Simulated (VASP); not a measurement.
# GaSb (I-4m2) in VASP: a series of runs, part 2 of 2

VASP 6.6.1.

### 3 Single point, LDA

This run uses another cell than the first one, of 25.50 Å³/atom.

INCAR

```
PREC = Accurate ; ENCUT = 520
EDIFF = 1E-7 ; ISMEAR = 0
SIGMA = 0.15 ; LREAL = F
LASPH = T ; NELM = 60
ALGO = Normal ; ISIF = 2
LWAVE = F ; LCHARG = F
GGA = CA ; NBANDS = 16
```

KPOINTS

```
Automatic mesh
0
Gamma
  16 16 16
```

POSCAR

```
GaSb
1.0
   -2.8786500000      2.8786500000      1.5386446001
    2.8786500000     -2.8786500000      1.5386446001
    2.8786500000      2.8786500000     -1.5386446001
Ga Sb
1 1
Direct
    0.2500000000      0.7500000000      0.5000000000
    0.0000000000      0.0000000000      0.0000000000
```

Potentials or basis: VASP PAW LDA potentials, release 64 (Ga_d, Sb).

Started as:

```sh
cat potpaw_LDA.64/Ga_d/POTCAR potpaw_LDA.64/Sb/POTCAR > POTCAR
mpirun -np 1 vasp_std > vasp.out
```

OUTCAR:

```text
PREC = Accurate
   ENCUT = 520
   EDIFF = 1E-7
   ISMEAR = 0
   LREAL = F
   LASPH = T
   NELM = 60
   ISIF = 2
   GGA = CA

 ion  position               nearest neighbor table
   1  0.250  0.750  0.500-   2 2.98   2 2.98   2 2.98   2 2.98
   2  0.000  0.000  0.000-   1 2.98   1 2.98   1 2.98   1 2.98

  LATTYP: Found a body centered tetragonal cell.
 ALAT       =     5.7573000000
 C/A-ratio  =     0.5345021451

  Lattice vectors:

 A1 = (  -2.8786500000,   2.8786500000,   1.5386446001)
 A2 = (   2.8786500000,  -2.8786500000,   1.5386446001)
[... 624 lines left out ...]
      3      -9.1110      2.00000
      4      -9.0802      2.00000
      5      -9.0800      2.00000
      6      -5.8226      2.00000
[... 8 lines left out ...]
     15      15.6114      0.00000
     16      15.6734      0.00000

 [... further k-points ...]
[... 5 lines left out ...]
  --------------------------------------------------------------------------------------
  -------------------------------------------------------------------------------------
  Total       -2.2919618     -2.2919618     -1.3638369      0.0000000      0.0000000      0.0000000
  in kB      -72.0015620    -72.0015620    -42.8446870      0.0000000      0.0000000      0.0000000
  external PRESSURE =     -62.2826036 kB  Pullay stress =       0.0000000 kB

 VOLUME and BASIS-vectors are now :
 -----------------------------------------------------------------------------
  energy-cutoff  :      520.00
  volume of cell :       51.00
      direct lattice vectors                 reciprocal lattice vectors
    -2.878650000  2.878650000  1.538644600     0.000000000  0.173692529  0.324961333
     2.878650000 -2.878650000  1.538644600     0.173692529  0.000000000  0.324961333
     2.878650000  2.878650000 -1.538644600     0.173692529  0.173692529  0.000000000

 POSITION                                       TOTAL-FORCE (eV/Angst)
 -----------------------------------------------------------------------------------
      2.87865      0.00000      0.76932         0.000000     -0.000000     -0.000000
      0.00000      0.00000      0.00000        -0.000000      0.000000      0.000000
 -----------------------------------------------------------------------------------
    total drift:                                0.000000     -0.000000     -0.000000

  FREE ENERGIE OF THE ION-ELECTRON SYSTEM (eV)
  ---------------------------------------------------
  free  energy   TOTEN  =        -8.2175122792 eV

  energy  without entropy=       -8.2068991685  energy(sigma->0) =       -8.21220572
```

OSZICAR:

```text
N       E                     dE             d eps       ncg     rms          rms(c)
DAV:   1     0.829478830178E+02    0.82948E+02   -0.82318E+03 11176   0.144E+03
DAV:   2    -0.178957026881E+01   -0.84737E+02   -0.81910E+02 13344   0.317E+02
DAV:   3    -0.813297526439E+01   -0.63434E+01   -0.63218E+01 13440   0.649E+01
DAV:   4    -0.824619079630E+01   -0.11322E+00   -0.11320E+00 13728   0.958E+00
DAV:   5    -0.824886096768E+01   -0.26702E-02   -0.26701E-02 14160   0.133E+00    0.228E+00
DAV:   6    -0.822463024819E+01    0.24231E-01   -0.38725E-02 14456   0.297E+00    0.125E+00
DAV:   7    -0.821791225993E+01    0.67180E-02   -0.99483E-03 17120   0.964E-01    0.231E-01
DAV:   8    -0.821752092023E+01    0.39134E-03   -0.10741E-03 15040   0.407E-01    0.341E-02
DAV:   9    -0.821751240171E+01    0.85185E-05   -0.48545E-05 12832   0.549E-02    0.158E-02
DAV:  10    -0.821751237922E+01    0.22483E-07   -0.46944E-06 15144   0.170E-02    0.197E-03
DAV:  11    -0.821751227925E+01    0.99976E-07   -0.63527E-07 15336   0.102E-02
   1 F= -.82175123E+01 E0= -.82122057E+01  d E =-.106131E-01
```

stdout:

```text
POSCAR found type information on POSCAR GaSb
 POSCAR found :  2 types and       2 ions
 scaLAPACK will be used
 LDA part: xc-table for (Slater(with rela. corr.)+CA(PZ))
 , standard interpolation
 POSCAR, INCAR and KPOINTS ok, starting setup
 FFT: planning ... GRIDC
 FFT: planning ... GRID_SOFT
 FFT: planning ... GRID
 WAVECAR not read
 entering main loop
```

Run time: 2.9 min. Hardware: 1 thread of Intel Xeon 8259CL, shared host; peak memory 0.4 GiB.

What came out:

| Property | Result |
| --- | --- |
| Free energy | -8.2175 eV |
| Pressure | -6.2 GPa |
| Band gap on the k mesh | zero (bands 9 and 10 overlap by 4.02 eV) |

Levels at points of the mesh, in eV from the Fermi level:
| k point | band 5 | band 6 | band 7 | band 8 | band 9 | band 10 | band 11 | band 12 | band 13 | band 14 |
| --- | --- | --- | --- | --- | --- | --- | --- | --- | --- | --- |
| (0.00, 0.00, 0.00) | -14.83 | -11.60 | -3.87 | -1.98 | -1.98 | 3.34 | 5.70 | 6.24 | 6.24 | 8.13 |
| (0.50, 0.00, 0.00) | -14.80 | -7.84 | -5.17 | -2.59 | -1.16 | -1.02 | 2.64 | 2.94 | 4.70 | 7.45 |
| (0.50, 0.50, 0.00) | -14.82 | -10.44 | -7.76 | -0.35 | 1.30 | 1.58 | 1.73 | 5.27 | 7.46 | 9.15 |
| (0.50, 0.50, 0.50) | -14.83 | -9.60 | -6.07 | -4.65 | -4.65 | 4.54 | 6.15 | 8.84 | 8.84 | 11.95 |

Caveat: the cell stands under tension; spin-orbit coupling is left out, which moves the levels of the heavy elements.

### 4 Single point, LDA

This run uses another cell than the first one, of 25.78 Å³/atom.

INCAR

```
SYSTEM = GaSb
ALGO = Normal
EDIFF = 1E-6
ENCUT = 520
ISIF = 2
ISMEAR = 0
LASPH = .True.
LCHARG = .False.
LREAL = .False.
LWAVE = .False.
NBANDS = 16
NELM = 60
PREC = Accurate
SIGMA = 0.15
```

KPOINTS

```
k-points
0
Gamma
  16 16 16
  0 0 0
```

POSCAR

```
GaSb
1.0
   -2.8248500000      2.8248500000      1.6156000000
    2.8248500000     -2.8248500000      1.6156000000
    2.8248500000      2.8248500000     -1.6156000000
Ga Sb
1 1
Direct
    0.2500000000      0.7500000000      0.5000000000
    0.0000000000      0.0000000000      0.0000000000
```

Started as:

```sh
cat potpaw_LDA.64/Ga_d/POTCAR potpaw_LDA.64/Sb/POTCAR > POTCAR
mpirun -np 1 vasp_std > vasp.out
```

Wall time 2.6 min (1 thread of Intel Xeon 8259CL, shared host); peak memory 0.4 GiB.

It converged, with:

```
Free energy            : -8.2182 eV
Pressure               : -6.7 GPa
Band gap on the k mesh : zero (bands 9 and 10 overlap by 4.42 eV)
```

Stress tensor (GPa, compression positive):
```
-6.94  0.00  0.00
 0.00 -6.94  0.00
 0.00  0.00 -6.26
```

Levels at points of the mesh, in eV from the Fermi level:
```
           k point  band 5  band 6  band 7  band 8  band 9  band 10  band 11  band 12  band 13  band 14
(0.00, 0.00, 0.00)  -14.85  -11.46   -3.29   -1.70   -1.70     3.60     4.68     6.63     6.63     7.15
(0.50, 0.00, 0.00)  -14.83   -8.18   -5.27   -2.45   -1.28    -1.03     2.57     3.05     4.80     7.78
(0.50, 0.50, 0.00)  -14.84  -10.17   -7.63   -0.01    1.79     1.83     2.19     4.35     6.41     8.25
(0.50, 0.50, 0.50)  -14.83   -9.22   -5.80   -4.53   -4.53     3.38     4.96     9.46     9.46    11.76
```

Caveat: the cell stands under tension; spin-orbit coupling is left out, which moves the levels of the heavy elements.

### 5 Single point, LDA

This run uses another cell than the first one, of 26.12 Å³/atom.

INCAR

```
SYSTEM = GaSb
PREC = Accurate
ENCUT = 520
EDIFF = 1E-7
ISMEAR = 0
SIGMA = 0.15
LREAL = .False.
LASPH = .True.
NELM = 80
ALGO = Normal
ISIF = 2
LWAVE = .False.
LCHARG = .True.
GGA = CA
LELF = .True.
LVHAR = .True.
NBANDS = 16
```

KPOINTS

```
regular mesh
0
Gamma
  16 16 16
  0 0 0
```

POSCAR

```
GaSb
1.0
   -2.7531000000      2.7531000000      1.7233000000
    2.7531000000     -2.7531000000      1.7233000000
    2.7531000000      2.7531000000     -1.7233000000
Ga Sb
1 1
Direct
    0.2500000000      0.7500000000      0.5000000000
    0.0000000000      0.0000000000      0.0000000000
```

Started as:

```sh
cat potpaw_LDA.64/Ga_d/POTCAR potpaw_LDA.64/Sb/POTCAR > POTCAR
mpirun -np 1 vasp_std > vasp.out
```

It took 3 min on 1 thread of Intel Xeon 8259CL, shared host; peak memory 0.4 GiB.

Results (log left out):

- Free energy: -8.1793 eV
- Pressure: -6.5 GPa
- Band gap on the k mesh: zero (bands 9 and 10 overlap by 4.45 eV)

Stress tensor (GPa, compression positive):
```
-6.03  0.00  0.00
 0.00 -6.03  0.00
 0.00  0.00 -7.49
```

Levels at points of the mesh, in eV from the Fermi level:
```
           k point  band 7  band 8  band 9  band 10  band 11  band 12
(0.00, 0.00, 0.00)   -2.62   -1.41   -1.41     3.52     3.91     5.97
(0.50, 0.00, 0.00)   -5.51   -2.23   -1.61    -0.89     2.49     3.21
(0.50, 0.50, 0.00)   -7.54    0.25    1.61     2.41     2.69     3.71
(0.50, 0.50, 0.50)   -5.54   -4.43   -4.43     2.04     3.57     9.87
```

Caveat: the cell stands under tension; spin-orbit coupling is left out, which moves the levels of the heavy elements.

### 6 Overview

| cell | gap on the mesh (eV) | pressure (GPa) |
| --- | --- | --- |
| a = 4.300 Å, angles 97.9, 97.9, 136.6°, 2 atoms | none | -6.2 |
| a = 4.352 Å, angles 97.2, 97.2, 138.6°, 2 atoms | none | -6.2 |
| a = 4.309 Å, angles 98.1, 98.1, 136.0°, 2 atoms | none | -6.7 |
| a = 4.258 Å, angles 99.4, 99.4, 132.3°, 2 atoms | none | -6.5 |

Alike in all rows: task single point; level LDA; potentials or basis VASP PAW LDA potentials, release 64 (Ga_d, Sb); no spin polarisation; k mesh 16 × 16 × 16; cutoff (eV) 520; smearing gaussian 0.15 eV.

Caveats: the cell stands under tension; spin-orbit coupling is left out, which moves the levels of the heavy elements.

Absolute energies hang on the potentials; compare differences alone.
